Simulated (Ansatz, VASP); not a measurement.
# H4PbS4 in VASP and in Ansatz

Contents of INCAR:

```
SYSTEM = H4PbS4
ALGO = Normal ; EDIFF = 1E-6
ENCUT = 520 ; GGA = PE
GGA_COMPAT = .False. ; ISIF = 2
ISMEAR = 0 ; LASPH = .True.
LCHARG = .True. ; LORBIT = 11
LORBMOM = .True. ; LREAL = .False.
LSORBIT = .True. ; LVHAR = .True.
LWAVE = .False. ; MAGMOM = 0 0 0 0 0 0 0 0 0 0 0 0 0 0 0 0 0 0 0 0 0 0 0 0 0 0 0
NBANDS = 61 ; NELM = 150
PREC = Accurate ; SIGMA = 0.01
```

File KPOINTS:

```
k-points
0
Gamma
  1 1 1
  0 0 0
```

POSCAR

```
H4PbS4
1.0
   13.7700000000      0.0000000000      0.0000000000
    0.0000000000     13.9300000000      0.0000000000
    0.0000000000      0.0000000000     13.8300000000
Pb S H
1 4 4
Direct
    0.4745315900      0.4945362500      0.4812769300
    0.4625497500      0.3716862900      0.6175235000
    0.4873253400      0.3974443600      0.3253796100
    0.6226361700      0.6045592200      0.4839739700
    0.3267973900      0.6035944000      0.4990853200
    0.4143195400      0.4357552000      0.6746645000
    0.4375199700      0.3230437900      0.3662313800
    0.6732127800      0.5423007900      0.4268662300
    0.3744923700      0.6767788900      0.4537722300
```

Input for Ansatz:

```yaml
crystal:
  lattice:
    - [13.77, 0.0, 0.0]
    - [0.0, 13.93, 0.0]
    - [0.0, 0.0, 13.83]
  atoms:
    - { symbol: Pb, position: [0.47453159, 0.49453625, 0.48127693] }
    - { symbol: S, position: [0.46254975, 0.37168629, 0.6175235] }
    - { symbol: H, position: [0.41431954, 0.4357552, 0.6746645] }
    - { symbol: S, position: [0.48732534, 0.39744436, 0.32537961] }
    - { symbol: H, position: [0.43751997, 0.32304379, 0.36623138] }
    - { symbol: S, position: [0.62263617, 0.60455922, 0.48397397] }
    - { symbol: H, position: [0.67321278, 0.54230079, 0.42686623] }
    - { symbol: S, position: [0.32679739, 0.6035944, 0.49908532] }
    - { symbol: H, position: [0.37449237, 0.67677889, 0.45377223] }
basis:
  ecutwfc: 420
  ecutrho_ratio: 4
kpoints:
  mp_grid: { grid: [1, 1, 1] }
hamiltonian:
  xc: pbe
scf:
  occupations: { method: gaussian, width: 0.01 }
output:
  forces: true
  eigenvalues: true
  populations: true
  write_density: true
  write_potential: true
  elf: true
  volumetric_format: npy
magnetization:
  noncollinear: true
  spin_orbit: true
```

Alike in both runs: task single point; functional PBE; k mesh 1 × 1 × 1; occupations gaussian, width 0.01 eV; non-collinear spin, spin-orbit coupling.

|  | VASP | Ansatz |
| --- | --- | --- |
| version | VASP 6.6.1 | Ansatz 0.2.0 |
| potentials or method | VASP PAW PBE potentials, release 64 (Pb_d, S, H), cutoff 520 eV | plane waves, PAW |
| valence electrons in the cell | 42 | 42 |

Ansatz gave:

```
rms of the force components (eV/Å) : 0.158
net moment per atom (μB)           : 0.00
```

Which values does VASP return?

rms of the force components (eV/Å): 0.189; net moment per atom (μB): 0.00.

Ansatz's warnings: xc potential rough in thin density.
